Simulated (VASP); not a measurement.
# Ru (Fm-3m) in VASP: single point with PBEsol

Aim: the single point of Ru with PBEsol.

Program: VASP 6.6.1. These are calculated values, not measurements. Logs are shortened: lines on timing, memory, paths and dates and some standing lists are left out, and cuts for length are marked.

## 1. The cell of the first run

It takes space group Fm-3m (No. 225, cubic). The conventional cell has a = 3.766 Å, b = 3.766 Å, c = 3.766 Å, α = 90.00°, β = 90.00°, γ = 90.00°. Ru (site symmetry m-3m) has 12 Ru at 2.66 Å within 3.5 Å.

## 2. Single point, PBEsol

The input, INCAR:

```
SYSTEM = Ru
PREC     = Accurate       ! precision mode
ENCUT    = 520            ! plane-wave cutoff, eV
EDIFF    = 1E-6           ! SCF threshold, eV
ISMEAR   = -1             ! smearing method
SIGMA    = 0.13605693000000002 ! smearing width, eV
LREAL    = .False.        ! projectors in reciprocal space
LASPH    = .True.         ! aspherical terms in the spheres
NELM     = 100            ! most SCF steps
ALGO     = Normal         ! electronic algorithm
ISIF     = 2              ! what is computed and relaxed
LWAVE    = .False.        ! write WAVECAR
LCHARG   = .False.        ! write CHGCAR
GGA      = PS             ! functional
NBANDS   = 13             ! bands
```

The input, KPOINTS:

```
Automatic mesh
0
Gamma
  15 15 15
  0 0 0
```

The input, POSCAR:

```
Ru
1.0
    0.0000000000      1.8828559279      1.8828559279
    1.8828559279      0.0000000000      1.8828559279
    1.8828559279      1.8828559279      0.0000000000
Ru
1
Direct
    0.0000000000      0.0000000000      0.0000000000
```

Potentials or basis: VASP PAW PBE potentials, release 64 (Ru_pv).

The run is started by

```bash
cat potpaw_PBE.64/Ru_pv/POTCAR > POTCAR
mpirun -np 1 vasp_std > vasp.out
```

OUTCAR:

```text
SYSTEM = Ru
   PREC = Accurate
   ENCUT = 520
   EDIFF = 1E-6
   ISMEAR = -1
   LREAL = .False.
   LASPH = .True.
   NELM = 100
   ISIF = 2
   GGA = PS

 ion  position               nearest neighbor table
   1  0.000  0.000  0.000-

  LATTYP: Found a face centered cubic cell.
 ALAT       =     3.7657118558

  Lattice vectors:

 A1 = (   0.0000000000,   1.8828559279,   1.8828559279)
 A2 = (   1.8828559279,   0.0000000000,   1.8828559279)
 A3 = (   1.8828559279,   1.8828559279,   0.0000000000)

Analysis of symmetry for initial positions (statically):
=====================================================================
 Subroutine PRICEL returns:
 Original cell was already a primitive cell.

 Routine SETGRP: Setting up the symmetry group for a
 face centered cubic supercell.

 Subroutine GETGRP returns: Found 48 space group operations
 (whereof 48 operations were pure point group operations)
 out of a pool of 48 trial point group operations.

The static configuration has the point symmetry O_h .

Analysis of symmetry for dynamics (positions and initial velocities):
=====================================================================
 Subroutine PRICEL returns:
 Original cell was already a primitive cell.

 Routine SETGRP: Setting up the symmetry group for a
 face centered cubic supercell.

 Subroutine GETGRP returns: Found 48 space group operations
 (whereof 48 operations were pure point group operations)
 out of a pool of 48 trial point group operations.

The dynamic configuration has the point symmetry O_h .

 Subroutine INISYM returns: Found 48 space group operations
 (whereof 48 operations are pure point group operations),
 and found     1 'primitive' translations

----------------------------------------------------------------------------------------

                                     Primitive cell

  volume of cell :      13.3500

  direct lattice vectors                    reciprocal lattice vectors
     0.000000000  1.882855928  1.882855928    -0.265554041  0.265554041  0.265554041
     1.882855928  0.000000000  1.882855928     0.265554041 -0.265554041  0.265554041
     1.882855928  1.882855928  0.000000000     0.265554041  0.265554041 -0.265554041

  length of vectors
     2.662760389  2.662760389  2.662760389     0.459953091  0.459953091  0.459953091

  position of ions in fractional coordinates (direct lattice)
     0.000000000  0.000000000  0.000000000

  ion indices of the primitive-cell ions
   primitive index   ion index
                 1           1

----------------------------------------------------------------------------------------

 KPOINTS: Automatic mesh

Automatic generation of k-mesh.
 Grid dimensions read from file:
 generate k-points for:   15   15   15

 Generating k-lattice:

  Cartesian coordinates                     Fractional coordinates (reciprocal lattice)
    -0.017703603  0.017703603  0.017703603     0.066666667  0.000000000  0.000000000
     0.017703603 -0.017703603  0.017703603     0.000000000  0.066666667  0.000000000
     0.017703603  0.017703603 -0.017703603     0.000000000  0.000000000  0.066666667

  Length of vectors
     0.030663539  0.030663539  0.030663539

  Shift w.r.t. Gamma in fractional coordinates (k-lattice)
     0.000000000  0.000000000  0.000000000

 Subroutine IBZKPT returns following result:
 ===========================================

 Found    120 irreducible k-points:

 Following reciprocal coordinates:
            Coordinates               Weight
  0.000000  0.000000  0.000000      1.000000
  0.066667  0.000000  0.000000      8.000000
  0.133333  0.000000  0.000000      8.000000
  0.200000  0.000000  0.000000      8.000000
  0.266667  0.000000  0.000000      8.000000
  0.333333  0.000000  0.000000      8.000000
[... 16 lines left out ...]
  0.133333  0.133333  0.000000      6.000000
  0.200000  0.133333  0.000000     24.000000
 [... further k-points ...]
   k-points           NKPTS =    120   k-points in BZ     NKDIM =    120   number of bands    NBANDS=     13
   number of dos      NEDOS =    301   number of ions     NIONS =      1
   total plane-waves  NPLWV =   8000
   dimension x,y,z NGX =    20 NGY =   20 NGZ =   20
   dimension x,y,z NGXF=    40 NGYF=   40 NGZF=   40
   ions per type =               1
   NGX,Y,Z   is equivalent  to a cutoff of  12.49, 12.49, 12.49 a.u.
   NGXF,Y,Z  is equivalent  to a cutoff of  24.97, 24.97, 24.97 a.u.
 SYSTEM =  Ru
   PREC   = accura    normal or accurate (medium, high low for compatibility)
   ISTART =      0    job   : 0-new  1-cont  2-samecut
   ICHARG =      2    charge: 1-file 2-atom 10-const
   ISPIN  =      1    spin polarized calculation?
   LNONCOLLINEAR =      F non collinear calculations
   LSORBIT =      F    spin-orbit coupling
   LASPH  =      T    aspherical Exc in radial PAW
   ENCUT  =  520.0 eV  38.22 Ry    6.18 a.u.   4.95  4.95  4.95*2*pi/ulx,y,z
   NELM   =    100;   NELMIN=  2; NELMDL= -5     # of ELM steps
   EDIFF  = 0.1E-05   stopping-criterion for ELM
   LREAL  =      F    real-space projection
   EDIFFG = 0.1E-04   stopping-criterion for IOM
   NSW    =      0    number of steps for IOM
   IBRION =     -1    ionic relax: 0-MD 1-quasi-New 2-CG
   NFREE  =      0    steps in history (QN), initial steepest desc. (CG)
   ISIF   =      2    stress and relaxation
   ISYM   =      2    0-nonsym 1-usesym 2-fastsym
   POTIM  = 0.5000    time-step for ionic-motion
   TEBEG  =    0.0;   TEEND  =   0.0 temperature during run
   PSTRESS=    0.0 pullay stress
   NELECT =      14.0000    total number of electrons
   NUPDOWN=      -1.0000    fix difference up-down
   EMIN   =  10.00;   EMAX   =-10.00  energy-range for DOS
   EFERMI =   0.00;   METHOD = LEGACY
   ISMEAR =    -1;   SIGMA  =   0.14  broadening in eV -4-tet -1-fermi 0-gaus
   EFERMI_NEDOS =   21; number of points for ismear=-14 and -15
   IALGO  =     38    algorithm
   IMIX   =      4    mixing-type and parameters
     AMIX     =   0.40;   BMIX     =  1.00
     AMIX_MAG =   1.60;   BMIX_MAG =  1.00
  volume/ion in A,a.u.               =      13.35        90.09
  Fermi-wavevector in a.u.,A,eV,Ry     =   1.663248  3.143084 37.639088  2.766395
  Thomas-Fermi vector in A             =   2.749998
   LORBIT       =      0    0 simple, 1 ext, 2 COOP (PROOUT), +10 PAW based schemes
   GGA     = PS    functional components
   LHFCALC =     F    Hartree Fock is set to
   AEXX    =    0.0000 exact exchange contribution
   IVDW    =     0    specifies the selected vdW correction
   LEPSILON=     F    determine dielectric tensor
   LRPA    =     F    only Hartree local field effects (RPA)
 non-spin polarized calculation
  energy-cutoff  :      520.00
  volume of cell :       13.35
 maximum number of plane-waves:       370
   NGX =  9   NGY =  9   NGZ =  9

 number of electron      14.0000006 magnetization

 Free energy of the ion-electron system (eV)
  ---------------------------------------------------
  ext. energy  EPLUGINS =         0.00000000
  ---------------------------------------------------
  free energy    TOTEN  =       -10.08606287 eV

  energy without entropy =      -10.02575012  energy(sigma->0) =      -10.05590650

 E-fermi :  12.9195     XC(G=0): -14.3844

 val. band max:       12.9153843329   @ k =   0.1333   0.0667   0.0000
 cond. band min:      12.9376802674   @ k =  -0.4667   0.0667   0.0000
 fundamental gap:      0.0222959344
 Fermi energy:        12.9195015889

 k-point     1 :       0.0000    0.0000    0.0000
  band No.  band energies     occupation
      1     -29.4504      2.00000
      2     -29.4504      2.00000
      3     -29.4504      2.00000
      4       4.8378      2.00000
      5      10.2664      2.00000
      6      10.2664      2.00000
      7      10.2664      2.00000
      8      12.8011      1.40949
      9      12.8011      1.40949
     10      23.3040      0.00000
     11      27.9264      0.00000
     12      33.7484      0.00000
     13      33.7484      0.00000

 k-point     2 :       0.0667    0.0000    0.0000
  band No.  band energies     occupation
      1     -29.5022      2.00000
      2     -29.4571      2.00000
      3     -29.4571      2.00000
      4       5.0314      2.00000
      5      10.1641      2.00000
      6      10.3481      2.00000
      7      10.3481      2.00000
      8      12.7480      1.55829
      9      12.7480      1.55829
     10      23.3040      0.00000
     11      28.2552      0.00000
     12      32.8459      0.00000
     13      34.0672      0.00000

 k-point     3 :       0.1333    0.0000    0.0000
  band No.  band energies     occupation
      1     -29.6471      2.00000
      2     -29.4759      2.00000
      3     -29.4759      2.00000
      4       5.5688      2.00000
      5       9.9320      2.00000
      6      10.5453      2.00000
      7      10.5453      2.00000
      8      12.6526      1.75351
      9      12.6526      1.75351
     10      23.3040      0.00000
     11      29.1109      0.00000
     12      31.1519      0.00000
     13      34.9852      0.00000
[... 305 lines left out ...]
 k-point    23 :       0.1333    0.1333    0.0000
  band No.  band energies     occupation
      1     -29.6412      2.00000
      2     -29.5196      2.00000
      3     -29.5196      2.00000
      4       5.8154      2.00000
      5       9.5381      2.00000
      6      10.8382      2.00000
      7      10.8382      2.00000
      8      12.0198      1.99732
      9      13.0797      0.47105
     10      23.3039      0.00000
     11      29.6041      0.00000
     12      32.1319      0.00000
     13      34.0843      0.00000

 k-point    24 :       0.2000    0.1333    0.0000
  band No.  band energies     occupation
      1     -29.7778      2.00000
      2     -29.5546      2.00000
      3     -29.5452      2.00000
      4       6.3828      2.00000
      5       9.2276      2.00000
      6      11.0116      2.00000
      7      11.1162      2.00000
      8      11.8996      1.99889
      9      13.2301      0.18506
     10      23.3038      0.00000
     11      30.5298      0.00000
     12      31.0749      0.00000
     13      34.2661      0.00000

 [... further k-points ...]
[... 5 lines left out ...]
  --------------------------------------------------------------------------------------
  -------------------------------------------------------------------------------------
  Total        0.0965045      0.0965045      0.0965045      0.0000000      0.0000000      0.0000000
  in kB       11.5818259     11.5818259     11.5818259      0.0000000      0.0000000      0.0000000
  external PRESSURE =      11.5818259 kB  Pullay stress =       0.0000000 kB

 VOLUME and BASIS-vectors are now :
 -----------------------------------------------------------------------------
  energy-cutoff  :      520.00
  volume of cell :       13.35
      direct lattice vectors                 reciprocal lattice vectors
     0.000000000  1.882855928  1.882855928    -0.265554041  0.265554041  0.265554041
     1.882855928  0.000000000  1.882855928     0.265554041 -0.265554041  0.265554041
     1.882855928  1.882855928  0.000000000     0.265554041  0.265554041 -0.265554041

 POSITION                                       TOTAL-FORCE (eV/Angst)
 -----------------------------------------------------------------------------------
      0.00000      0.00000      0.00000         0.000000      0.000000      0.000000
 -----------------------------------------------------------------------------------
    total drift:                                0.000000      0.000000      0.000000

  FREE ENERGIE OF THE ION-ELECTRON SYSTEM (eV)
  ---------------------------------------------------
  free  energy   TOTEN  =       -10.0860628688 eV

  energy  without entropy=      -10.0257501232  energy(sigma->0) =      -10.05590650
```

Wall time 12 s (1 thread of Intel Xeon 6975P-C, shared host); peak memory 0.14 GiB.

What came out:

```yaml
Free_energy: -10.0861 eV
Pressure: 1.2 GPa
Band_gap_on_the_k_mesh: zero (band 7 reaches 15.17 eV, above the bottom of band 8 at 11.53 eV)
```

Levels at points of the mesh, in eV from the Fermi level:
| k point | band 5 | band 6 | band 7 | band 8 | band 9 | band 10 |
| --- | --- | --- | --- | --- | --- | --- |
| (0.00, 0.00, 0.00) | -2.65 | -2.65 | -2.65 | -0.12 | -0.12 | 10.38 |

Caveat: the PAW data sets were made with another functional, which shifts forces and pressure a little.
